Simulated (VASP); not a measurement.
# CdTe (f.bd3) (F-43m) in VASP: single point with PBE+D3(BJ)

Aim: the single point of CdTe (f.bd3) with PBE+D3(BJ).

Program: VASP 6.6.1. These are calculated values, not measurements. Logs are shortened: lines on timing, memory, paths and dates and some standing lists are left out, and cuts for length are marked.

### Step 1. The cell of the first run

The structure is cubic, space group F-43m (No. 216). The conventional cell has a = 6.517 Å, b = 6.517 Å, c = 6.517 Å, α = 90.00°, β = 90.00°, γ = 90.00°. Cd (site symmetry -43m) has 4 Te at 2.82 Å within 3.7 Å. Within 3.7 Å of Te (site symmetry -43m) lie 4 Cd at 2.82 Å.

### Step 2. Single point, PBE+D3(BJ)

Contents of INCAR:

```
  ALGO = Normal
  EDIFF = 1E-6
  ENCUT = 500
  GGA = PE
  GGA_COMPAT = F
  ISIF = 2
  ISMEAR = 0
  IVDW = 12
  LASPH = T
  LCHARG = F
  LREAL = F
  LWAVE = F
  NBANDS = 16
  NELM = 120
  PREC = Accurate
  SIGMA = 0.02
```

Contents of KPOINTS:

```
k-points
0
Gamma
  8 8 8
```

Contents of POSCAR:

```
CdTe
1.0
    0.0000000000      3.2586071140      3.2586071140
    3.2586071140      0.0000000000      3.2586071140
    3.2586071140      3.2586071140      0.0000000000
Cd Te
1 1
Direct
    0.0000000000      0.0000000000      0.0000000000
    0.2500000000      0.2500000000      0.2500000000
```

Potentials or basis: VASP PAW PBE potentials, release 64 (Cd, Te).

Run with:

```
$ cat potpaw_PBE.64/Cd/POTCAR potpaw_PBE.64/Te/POTCAR > POTCAR
$ mpirun -np 1 vasp_std > vasp.out
```

OUTCAR:

```text
EDIFF = 1E-6
   ENCUT = 500
   GGA = PE
   ISIF = 2
   ISMEAR = 0
   IVDW = 12
   LASPH = T
   LREAL = F
   NELM = 120
   PREC = Accurate
 IVDW          = 12

 ion  position               nearest neighbor table
   1  0.000  0.000  0.000-   2 2.82   2 2.82   2 2.82   2 2.82
   2  0.250  0.250  0.250-   1 2.82   1 2.82   1 2.82   1 2.82

  LATTYP: Found a face centered cubic cell.
 ALAT       =     6.5172142280

  Lattice vectors:

 A1 = (   0.0000000000,   3.2586071140,   3.2586071140)
 A2 = (   3.2586071140,   0.0000000000,   3.2586071140)
 A3 = (   3.2586071140,   3.2586071140,   0.0000000000)

Analysis of symmetry for initial positions (statically):
=====================================================================
 Subroutine PRICEL returns:
 Original cell was already a primitive cell.

 Routine SETGRP: Setting up the symmetry group for a
 face centered cubic supercell.

 Subroutine GETGRP returns: Found 24 space group operations
 (whereof 24 operations were pure point group operations)
 out of a pool of 48 trial point group operations.

The static configuration has the point symmetry T_d .

Analysis of symmetry for dynamics (positions and initial velocities):
=====================================================================
 Subroutine PRICEL returns:
 Original cell was already a primitive cell.

 Routine SETGRP: Setting up the symmetry group for a
 face centered cubic supercell.

 Subroutine GETGRP returns: Found 24 space group operations
 (whereof 24 operations were pure point group operations)
 out of a pool of 48 trial point group operations.

The dynamic configuration has the point symmetry T_d .

 Subroutine INISYM returns: Found 24 space group operations
 (whereof 24 operations are pure point group operations),
 and found     1 'primitive' translations

----------------------------------------------------------------------------------------

                                     Primitive cell

  volume of cell :      69.2032

  direct lattice vectors                    reciprocal lattice vectors
     0.000000000  3.258607114  3.258607114    -0.153439793  0.153439793  0.153439793
     3.258607114  0.000000000  3.258607114     0.153439793 -0.153439793  0.153439793
     3.258607114  3.258607114  0.000000000     0.153439793  0.153439793 -0.153439793

  length of vectors
     4.608366375  4.608366375  4.608366375     0.265765517  0.265765517  0.265765517

  position of ions in fractional coordinates (direct lattice)
     0.000000000  0.000000000  0.000000000
     0.250000000  0.250000000  0.250000000

  ion indices of the primitive-cell ions
   primitive index   ion index
                 1           1
                 2           2

----------------------------------------------------------------------------------------

 KPOINTS: k-points

Automatic generation of k-mesh.
 Grid dimensions read from file:
 generate k-points for:    8    8    8

 Generating k-lattice:

  Cartesian coordinates                     Fractional coordinates (reciprocal lattice)
    -0.019179974  0.019179974  0.019179974     0.125000000  0.000000000  0.000000000
     0.019179974 -0.019179974  0.019179974     0.000000000  0.125000000  0.000000000
     0.019179974  0.019179974 -0.019179974     0.000000000  0.000000000  0.125000000

  Length of vectors
     0.033220690  0.033220690  0.033220690

  Shift w.r.t. Gamma in fractional coordinates (k-lattice)
     0.000000000  0.000000000  0.000000000

 Subroutine IBZKPT returns following result:
 ===========================================

 Found     29 irreducible k-points:

 Following reciprocal coordinates:
            Coordinates               Weight
  0.000000  0.000000  0.000000      1.000000
  0.125000  0.000000  0.000000      8.000000
  0.250000  0.000000  0.000000      8.000000
  0.375000  0.000000  0.000000      8.000000
  0.500000  0.000000  0.000000      4.000000
  0.125000  0.125000  0.000000      6.000000
[... 16 lines left out ...]
  0.500000  0.250000  0.125000     48.000000
 -0.375000  0.250000  0.125000     24.000000
 [... further k-points ...]
   k-points           NKPTS =     29   k-points in BZ     NKDIM =     29   number of bands    NBANDS=     16
   number of dos      NEDOS =    301   number of ions     NIONS =      2
   total plane-waves  NPLWV =  46656
   dimension x,y,z NGX =    36 NGY =   36 NGZ =   36
   dimension x,y,z NGXF=    72 NGYF=   72 NGZF=   72
   ions per type =               1   1
   NGX,Y,Z   is equivalent  to a cutoff of  12.99, 12.99, 12.99 a.u.
   NGXF,Y,Z  is equivalent  to a cutoff of  25.97, 25.97, 25.97 a.u.
 SYSTEM =  unknown system
   PREC   = accura    normal or accurate (medium, high low for compatibility)
   ISTART =      0    job   : 0-new  1-cont  2-samecut
   ICHARG =      2    charge: 1-file 2-atom 10-const
   ISPIN  =      1    spin polarized calculation?
   LNONCOLLINEAR =      F non collinear calculations
   LSORBIT =      F    spin-orbit coupling
   LASPH  =      T    aspherical Exc in radial PAW
   ENCUT  =  500.0 eV  36.75 Ry    6.06 a.u.   8.40  8.40  8.40*2*pi/ulx,y,z
   NELM   =    120;   NELMIN=  2; NELMDL= -5     # of ELM steps
   EDIFF  = 0.1E-05   stopping-criterion for ELM
   LREAL  =      F    real-space projection
   EDIFFG = 0.1E-04   stopping-criterion for IOM
   NSW    =      0    number of steps for IOM
   IBRION =     -1    ionic relax: 0-MD 1-quasi-New 2-CG
   NFREE  =      0    steps in history (QN), initial steepest desc. (CG)
   ISIF   =      2    stress and relaxation
   ISYM   =      2    0-nonsym 1-usesym 2-fastsym
   POTIM  = 0.5000    time-step for ionic-motion
   TEBEG  =    0.0;   TEEND  =   0.0 temperature during run
   PSTRESS=    0.0 pullay stress
   NELECT =      18.0000    total number of electrons
   NUPDOWN=      -1.0000    fix difference up-down
   EMIN   =  10.00;   EMAX   =-10.00  energy-range for DOS
   EFERMI =   0.00;   METHOD = LEGACY
   ISMEAR =     0;   SIGMA  =   0.02  broadening in eV -4-tet -1-fermi 0-gaus
   EFERMI_NEDOS =   21; number of points for ismear=-14 and -15
   IALGO  =     38    algorithm
   IMIX   =      4    mixing-type and parameters
     AMIX     =   0.40;   BMIX     =  1.00
     AMIX_MAG =   1.60;   BMIX_MAG =  1.00
  volume/ion in A,a.u.               =      34.60       233.50
  Fermi-wavevector in a.u.,A,eV,Ry     =   1.045018  1.974797 14.858407  1.092062
  Thomas-Fermi vector in A             =   2.179795
   LORBIT       =      0    0 simple, 1 ext, 2 COOP (PROOUT), +10 PAW based schemes
   GGA     = PE    functional components
   LHFCALC =     F    Hartree Fock is set to
   AEXX    =    0.0000 exact exchange contribution
   IVDW    =    12    specifies the selected vdW correction
   LEPSILON=     F    determine dielectric tensor
   LRPA    =     F    only Hartree local field effects (RPA)
 non-spin polarized calculation
 Gauss-broadening in eV      SIGMA  =   0.02
  energy-cutoff  :      500.00
  volume of cell :       69.20
 maximum number of plane-waves:      1807
 NGX is ok and might be reduce to    36
   NGX = 17   NGY = 17   NGZ = 17

 number of electron      18.0000001 magnetization

 Free energy of the ion-electron system (eV)
  ---------------------------------------------------
  ext. energy  EPLUGINS =         0.00000000
  ---------------------------------------------------
  free energy    TOTEN  =        -4.79196233 eV

  energy without entropy =       -4.79196233  energy(sigma->0) =       -4.79196233

 E-fermi :   2.3071     XC(G=0):  -8.5108

 val. band max:        2.1956416016   @ k =   0.0000   0.0000   0.0000
 cond. band min:       2.9165138914   @ k =   0.0000   0.0000   0.0000
 fundamental gap:      0.7208722899
 Fermi energy:         2.3070715648

 k-point     1 :       0.0000    0.0000    0.0000
  band No.  band energies     occupation
      1      -8.8833      2.00000
      2      -6.0333      2.00000
      3      -6.0333      2.00000
      4      -6.0333      2.00000
      5      -5.7849      2.00000
      6      -5.7849      2.00000
[... 8 lines left out ...]
     15      11.5245      0.00000
     16      11.5245      0.00000

 k-point     2 :       0.1250    0.0000    0.0000
  band No.  band energies     occupation
      1      -8.8272      2.00000
      2      -6.0227      2.00000
      3      -6.0227      2.00000
      4      -5.9884      2.00000
      5      -5.7857      2.00000
      6      -5.7857      2.00000
[... 8 lines left out ...]
     15      10.8354      0.00000
     16      10.8354      0.00000

 k-point     3 :       0.2500    0.0000    0.0000
  band No.  band energies     occupation
      1      -8.6914      2.00000
      2      -5.9992      2.00000
      3      -5.9992      2.00000
      4      -5.8394      2.00000
      5      -5.7852      2.00000
      6      -5.7852      2.00000
[... 8 lines left out ...]
     15      10.6333      0.00000
     16      10.6333      0.00000

 k-point     4 :       0.3750    0.0000    0.0000
  band No.  band energies     occupation
      1      -8.5571      2.00000
      2      -5.9796      2.00000
      3      -5.9796      2.00000
      4      -5.7801      2.00000
      5      -5.7801      2.00000
      6      -5.5966      2.00000
[... 8 lines left out ...]
     15      11.4196      0.00000
     16      11.4196      0.00000
[... 324 lines left out ...]
 k-point    22 :       0.3750    0.2500    0.1250
  band No.  band energies     occupation
      1      -8.5923      2.00000
      2      -5.9724      2.00000
      3      -5.9611      2.00000
      4      -5.8289      2.00000
      5      -5.7757      2.00000
      6      -5.6989      2.00000
[... 8 lines left out ...]
     15      11.9592      0.00000
     16      12.5898      0.00000

 k-point    23 :       0.5000    0.2500    0.1250
  band No.  band energies     occupation
      1      -8.4875      2.00000
      2      -5.9537      2.00000
      3      -5.9441      2.00000
      4      -5.8106      2.00000
      5      -5.7755      2.00000
      6      -5.4840      2.00000
[... 8 lines left out ...]
     15      12.1377      0.00000
     16      12.8691      0.00000

 k-point    24 :      -0.3750    0.2500    0.1250
  band No.  band energies     occupation
      1      -8.4452      2.00000
      2      -5.9487      2.00000
      3      -5.9372      2.00000
      4      -5.7994      2.00000
      5      -5.7795      2.00000
      6      -5.3549      2.00000
[... 8 lines left out ...]
     15      12.2899      0.00000
     16      12.7721      0.00000

 [... further k-points ...]

------------------------ aborting loop because EDIFF is reached ----------------------------------------

 Edisp (eV)   -0.67050

 E8    (eV) :    -0.3008

  FORCE on cell =-STRESS in cart. coord.  units (eV):
  Direction    XX          YY          ZZ          XY          YZ          ZX
  --------------------------------------------------------------------------------------
  -------------------------------------------------------------------------------------
  Total       0.05284     0.05284     0.05284     0.00000     0.00000     0.00000
  in kB       1.22343     1.22343     1.22343     0.00000     0.00000     0.00000
  external pressure =        1.22 kB  Pullay stress =        0.00 kB

 VOLUME and BASIS-vectors are now :
 -----------------------------------------------------------------------------
  energy-cutoff  :      500.00
  volume of cell :       69.20
      direct lattice vectors                 reciprocal lattice vectors
     0.000000000  3.258607114  3.258607114    -0.153439793  0.153439793  0.153439793
     3.258607114  0.000000000  3.258607114     0.153439793 -0.153439793  0.153439793
     3.258607114  3.258607114  0.000000000     0.153439793  0.153439793 -0.153439793

 POSITION                                       TOTAL-FORCE (eV/Angst)
 -----------------------------------------------------------------------------------
      0.00000      0.00000      0.00000         0.000000      0.000000      0.000000
      1.62930      1.62930      1.62930        -0.000000     -0.000000     -0.000000
 -----------------------------------------------------------------------------------
    total drift:                                0.000000      0.000000      0.000000

  FREE ENERGIE OF THE ION-ELECTRON SYSTEM (eV)
  ---------------------------------------------------
  free  energy   TOTEN  =        -5.4624591753 eV

  energy  without entropy=       -5.4624591753  energy(sigma->0) =       -5.46245918
```

It took 20 s on 1 thread of Intel Xeon Platinum 8375C at 2.90GHz (Ice Lake), shared host; peak memory 0.22 GiB.

Results:

```yaml
Free_energy: -5.4625 eV
Pressure: 0.1 GPa
Band_gap_on_the_k_mesh: 0.72 eV, direct
Dispersion_energy_per_atom: -0.335 eV
```

Caveat: spin-orbit coupling is left out, which moves the levels of the heavy elements.
